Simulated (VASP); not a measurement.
# BiSb4O (P4/mmm) in VASP: a series of runs, part 2 of 3

VASP 6.6.1. The steps go on from the part before.

### Step 3. Single point, PBE

This run uses another cell than the first one, of 27.33 Å³/atom.

INCAR

```
SYSTEM = BiSb4O
PREC     = Accurate       ! precision mode
ENCUT    = 520            ! plane-wave cutoff, eV
EDIFF    = 1E-6           ! SCF threshold, eV
ISMEAR   = 0              ! smearing method
SIGMA    = 0.1            ! smearing width, eV
LREAL    = .False.        ! projectors in reciprocal space
LASPH    = .True.         ! aspherical terms in the spheres
NELM     = 60             ! most SCF steps
ALGO     = Normal         ! electronic algorithm
ISIF     = 2              ! what is computed and relaxed
LWAVE    = .False.        ! write WAVECAR
LCHARG   = .True.         ! write CHGCAR
GGA      = PE             ! functional
LELF     = .True.         ! ELF
LVHAR    = .True.       
NBANDS   = 30             ! bands
```

KPOINTS

```
Automatic mesh
0
Gamma
  4 4 2
  0 0 0
```

POSCAR

```
BiSb4O
1.0
    4.6009048648      0.0000000000      0.0000000000
    0.0000000000      4.6009048648      0.0000000000
    0.0000000000      0.0000000000      7.7455059818
Sb Bi O
4 1 1
Direct
    0.5000000000      0.0000000000      0.8116961275
    0.0000000000      0.5000000000      0.1883038725
    0.5000000000      0.0000000000      0.1883038725
    0.0000000000      0.5000000000      0.8116961275
    0.5000000000      0.5000000000      0.5000000000
    0.0000000000      0.0000000000      0.0000000000
```

Potentials or basis: VASP PAW PBE potentials, release 64 (Sb, Bi_d, O).

The run is started by

```sh
cat potpaw_PBE.64/Sb/POTCAR potpaw_PBE.64/Bi_d/POTCAR potpaw_PBE.64/O/POTCAR > POTCAR
mpirun -np 1 vasp_std > vasp.out
```

OUTCAR:

```text
SYSTEM = BiSb4O
   PREC = Accurate
   ENCUT = 520
   EDIFF = 1E-6
   ISMEAR = 0
   LREAL = .False.
   LASPH = .True.
   NELM = 60
   ISIF = 2
   GGA = PE

 ion  position               nearest neighbor table
   1  0.500  0.000  0.812-   6 2.72   6 2.72   3 2.92   4 3.25   4 3.25   4 3.25   4 3.25   5 3.33
                             5 3.33
   2  0.000  0.500  0.188-   6 2.72   6 2.72   4 2.92   3 3.25   3 3.25   3 3.25   3 3.25   5 3.33
                             5 3.33
   3  0.500  0.000  0.188-   6 2.72   6 2.72   1 2.92   2 3.25   2 3.25   2 3.25   2 3.25   5 3.33
                             5 3.33
   4  0.000  0.500  0.812-   6 2.72   6 2.72   2 2.92   1 3.25   1 3.25   1 3.25   1 3.25   5 3.33
                             5 3.33
   5  0.500  0.500  0.500-   1 3.33   2 3.33   3 3.33   4 3.33   1 3.33   3 3.33   2 3.33   4 3.33

   6  0.000  0.000  0.000-   1 2.72   2 2.72   3 2.72   4 2.72   2 2.72   4 2.72   1 2.72   3 2.72

  LATTYP: Found a simple tetragonal cell.
 ALAT       =     4.6009048648
 C/A-ratio  =     1.6834744924

  Lattice vectors:

 A1 = (   4.6009048648,   0.0000000000,   0.0000000000)
 A2 = (   0.0000000000,   4.6009048648,   0.0000000000)
 A3 = (   0.0000000000,   0.0000000000,   7.7455059818)

Analysis of symmetry for initial positions (statically):
=====================================================================
 Subroutine PRICEL returns:
 Original cell was already a primitive cell.

 Routine SETGRP: Setting up the symmetry group for a
 simple tetragonal supercell.

 Subroutine GETGRP returns: Found 16 space group operations
 (whereof 16 operations were pure point group operations)
 out of a pool of 16 trial point group operations.

The static configuration has the point symmetry D_4h.

Analysis of symmetry for dynamics (positions and initial velocities):
=====================================================================
 Subroutine PRICEL returns:
 Original cell was already a primitive cell.

[... 124 lines left out ...]
  Fermi-wavevector in a.u.,A,eV,Ry     =   1.031393  1.949049 14.473479  1.063771
  Thomas-Fermi vector in A             =   2.165538
   LORBIT       =      0    0 simple, 1 ext, 2 COOP (PROOUT), +10 PAW based schemes
   GGA     = PE    functional components
   LHFCALC =     F    Hartree Fock is set to
   AEXX    =    0.0000 exact exchange contribution
   IVDW    =     0    specifies the selected vdW correction
   LEPSILON=     F    determine dielectric tensor
   LRPA    =     F    only Hartree local field effects (RPA)
 non-spin polarized calculation
 Gauss-broadening in eV      SIGMA  =   0.10
  energy-cutoff  :      520.00
  volume of cell :      163.96
 maximum number of plane-waves:      4468
 NGX is ok and might be reduce to    36
   NGX = 17   NGY = 17   NGZ = 29

 number of electron      40.9999999 magnetization

 Free energy of the ion-electron system (eV)
  ---------------------------------------------------
  ext. energy  EPLUGINS =         0.00000000
  ---------------------------------------------------
  free energy    TOTEN  =       -24.26577794 eV

  energy without entropy =      -24.23322174  energy(sigma->0) =      -24.24949984

 E-fermi :   6.6946     XC(G=0):  -9.6209

 val. band max:        6.6796682318   @ k =   0.5000   0.0000   0.0000
 cond. band min:       6.7058468714   @ k =   0.5000   0.5000   0.5000
 fundamental gap:      0.0261786396
 Fermi energy:         6.6945607824

 k-point     1 :       0.0000    0.0000    0.0000
  band No.  band energies     occupation
      1     -16.4734      2.00000
      2     -16.4602      2.00000
      3     -16.4584      2.00000
      4     -16.4584      2.00000
      5     -16.4533      2.00000
      6     -10.7245      2.00000
[... 385 lines left out ...]
     29      12.0104      0.00000
     30      12.2153      0.00000

------------------------ aborting loop because EDIFF is reached ----------------------------------------

  FORCE on cell =-STRESS in cart. coord.  units (eV):
  Direction    XX          YY          ZZ          XY          YZ          ZX
  --------------------------------------------------------------------------------------
  -------------------------------------------------------------------------------------
  Total       -0.0478845     -0.0478845     -0.0843267      0.0000000      0.0000000     -0.0000000
  in kB       -0.4679178     -0.4679178     -0.8240234      0.0000000      0.0000000     -0.0000000
  external PRESSURE =      -0.5866197 kB  Pullay stress =       0.0000000 kB

 VOLUME and BASIS-vectors are now :
 -----------------------------------------------------------------------------
  energy-cutoff  :      520.00
  volume of cell :      163.96
      direct lattice vectors                 reciprocal lattice vectors
     4.600904865  0.000000000  0.000000000     0.217348550  0.000000000  0.000000000
     0.000000000  4.600904865  0.000000000     0.000000000  0.217348550  0.000000000
     0.000000000  0.000000000  7.745505982     0.000000000  0.000000000  0.129107124

 POSITION                                       TOTAL-FORCE (eV/Angst)
 -----------------------------------------------------------------------------------
      2.30045      0.00000      6.28700         0.000000      0.000000     -0.008263
      0.00000      2.30045      1.45851         0.000000     -0.000000      0.008263
      2.30045      0.00000      1.45851         0.000000      0.000000      0.008263
      0.00000      2.30045      6.28700        -0.000000     -0.000000     -0.008263
      2.30045      2.30045      3.87275         0.000000     -0.000000     -0.000000
      0.00000      0.00000      0.00000         0.000000     -0.000000     -0.000000
 -----------------------------------------------------------------------------------
    total drift:                                0.000000      0.000000      0.000000

  FREE ENERGIE OF THE ION-ELECTRON SYSTEM (eV)
  ---------------------------------------------------
  free  energy   TOTEN  =       -24.2657779416 eV

  energy  without entropy=      -24.2332217359  energy(sigma->0) =      -24.24949984
```

stdout:

```text
POSCAR found type information on POSCAR SbBiO
 POSCAR found :  3 types and       6 ions
 scaLAPACK will be used
 LDA part: xc-table for (Slater+PW92), standard interpolation
 POSCAR, INCAR and KPOINTS ok, starting setup
 FFT: planning ... GRIDC
 FFT: planning ... GRID_SOFT
 FFT: planning ... GRID
 WAVECAR not read
 entering main loop
```

It took 48 s on 1 thread of AMD EPYC 9R45 (Zen 5), shared host; peak memory 0.25 GiB.

What came out:

```yaml
Free_energy: -24.2658 eV
Pressure: -0.1 GPa
Largest_force: 0.008 eV/Å
Band_gap_on_the_k_mesh: zero (an odd number of electrons rules out a gap without spin polarisation)
```

Forces on the atoms (eV/Å):
```
Sb   0.000  0.000 -0.008
Sb   0.000  0.000  0.008
Sb   0.000  0.000  0.008
Sb   0.000  0.000 -0.008
Bi   0.000  0.000  0.000
O    0.000  0.000  0.000
```

Caveat: the k points lie up to 0.41 Å⁻¹ apart, too coarse for converged energies and pressures of a metal; spin-orbit coupling is left out, which moves the levels of the heavy elements; an odd number of electrons without spin polarisation forces a metal; a magnetic or distorted state may lie lower.

### Step 4. Relaxation of cell and atoms, PBE

INCAR

```
  PREC = Accurate
  ENCUT = 600
  EDIFF = 1E-6
  ISMEAR = 0
  SIGMA = 0.1
  LREAL = False
  LASPH = True
  NELM = 80
  ALGO = Normal
  ISIF = 3
  LWAVE = False
  LCHARG = False
  GGA = PE
  IBRION = 2
  NSW = 90
  EDIFFG = -0.04
```

KPOINTS

```
Automatic mesh
0
Gamma
  4 4 2
```

POSCAR

```
BiSb4O
1.0
    4.5147114200      0.0000000000      0.0000000000
    0.0000000000      4.5147114200      0.0000000000
    0.0000000000      0.0000000000      7.5094784800
Sb Bi O
4 1 1
Direct
    0.5000000000      0.0000000000      0.6975501200
    0.0000000000      0.5000000000      0.3024498800
    0.5000000000      0.0000000000      0.3024498800
    0.0000000000      0.5000000000      0.6975501200
    0.5000000000      0.5000000000      0.5000000000
    0.0000000000      0.0000000000      0.0000000000
```

The run is started by

```sh
cat potpaw_PBE.64/Sb/POTCAR potpaw_PBE.64/Bi_d/POTCAR potpaw_PBE.64/O/POTCAR > POTCAR
mpirun -np 1 vasp_std > vasp.out
```

It took 18 min on 1 thread of AMD EPYC 9R45 (Zen 5), shared host; peak memory 0.28 GiB.

It converged, with:

```
Free energy                           : -24.2639 eV
Relaxed volume                        : 27.24 Å³/atom
Relaxed cell                          : a = 4.601 Å, b = 4.601 Å, c = 7.720 Å, α = 90.00°, β = 90.00°, γ = 90.00°
Space group after relaxing (to 0.1 Å) : P4/mmm (No. 123)
Pressure after relaxing               : 0.1 GPa
Largest force after relaxing          : 0.028 eV/Å
Band gap on the k mesh                : zero (an odd number of electrons rules out a gap without spin polarisation)
```

Forces on the atoms (eV/Å):
```
Sb   0.000  0.000  0.028
Sb   0.000  0.000 -0.028
Sb   0.000  0.000 -0.028
Sb   0.000  0.000  0.028
Bi   0.000  0.000  0.000
O    0.000  0.000  0.000
```

Final structure:
```xyz
6
Lattice="4.6010 0.0000 0.0000 0.0000 4.6010 0.0000 0.0000 0.0000 7.7202" Properties=species:S:1:pos:R:3 pbc="T T T"
Sb    2.3005    0.0000    6.2599
Sb    0.0000    2.3005    1.4603
Sb    2.3005    0.0000    1.4603
Sb    0.0000    2.3005    6.2599
Bi    2.3005    2.3005    3.8601
O     0.0000    0.0000    0.0000
```

Levels at points of the mesh, in eV from the Fermi level:
| k point | band 16 | band 17 | band 18 | band 19 | band 20 | band 21 | band 22 | band 23 | band 24 |
| --- | --- | --- | --- | --- | --- | --- | --- | --- | --- |
| (0.00, 0.00, 0.00) | -2.07 | -2.07 | -1.91 | -1.91 | -1.21 | -0.20 | 1.14 | 1.14 | 2.51 |
| (0.50, 0.00, 0.00) | -2.31 | -1.52 | -1.17 | -0.28 | -0.16 | -0.05 | -0.02 | 0.97 | 1.22 |
| (0.50, 0.50, 0.00) | -4.38 | -3.42 | -1.07 | -1.07 | 0.06 | 2.02 | 2.20 | 2.20 | 3.99 |
| (0.00, 0.00, 0.50) | -2.91 | -2.39 | -0.94 | -0.94 | -0.63 | 0.69 | 0.91 | 0.91 | 1.10 |
| (0.50, 0.00, 0.50) | -1.81 | -1.58 | -1.50 | -1.46 | -0.57 | -0.15 | -0.06 | 0.41 | 1.75 |
| (0.50, 0.50, 0.50) | -3.24 | -2.86 | -1.79 | -1.79 | -0.33 | -0.20 | -0.20 | 0.03 | 4.01 |

Caveat: the k points lie up to 0.41 Å⁻¹ apart in the final cell, too coarse for converged energies and pressures of a metal; spin-orbit coupling is left out, which moves the levels of the heavy elements; an odd number of electrons without spin polarisation forces a metal; a magnetic or distorted state may lie lower.

(Part 2 of 3 ends here.)

The gap in the log of VASP goes by the Fermi energy; the results here count the filled bands.